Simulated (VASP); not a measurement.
A run of VASP 6.6.1 is set up as follows.

Contents of INCAR:

```
SYSTEM = CdSe
PREC = Accurate
ENCUT = 520
EDIFF = 1E-7
ISMEAR = 0
SIGMA = 0.05
LREAL = .FALSE.
LASPH = .TRUE.
NELM = 60
ALGO = Normal
ISIF = 2
LWAVE = .FALSE.
LCHARG = .FALSE.
GGA = PE
NBANDS = 26
```

Contents of KPOINTS:

```
Automatic mesh
0
G
  6 6 4
  0 0 0
```

The input POSCAR:

```
CdSe
1.0
    4.3860000000      0.0000000000      0.0000000000
   -2.1930000000      3.7983871800      0.0000000000
    0.0000000000      0.0000000000      6.7474048443
Cd Se
2 2
Direct
    0.3333333333      0.6666666667      0.0000000000
    0.6666666667      0.3333333333      0.5000000000
    0.3333333333      0.6666666667      0.3850000000
    0.6666666667      0.3333333333      0.8850000000
```

Potentials or basis: VASP PAW PBE potentials, release 64 (Cd, Se).

Run with:

```bash
$ cat potpaw_PBE.64/Cd/POTCAR potpaw_PBE.64/Se/POTCAR > POTCAR
$ mpirun -np 1 vasp_std > vasp.out
```

(1) Estimate the band gap on the k mesh.

(2) Estimate the pressure.

Answers

(1) 0.62 eV, direct.

(2) 3.3 GPa.
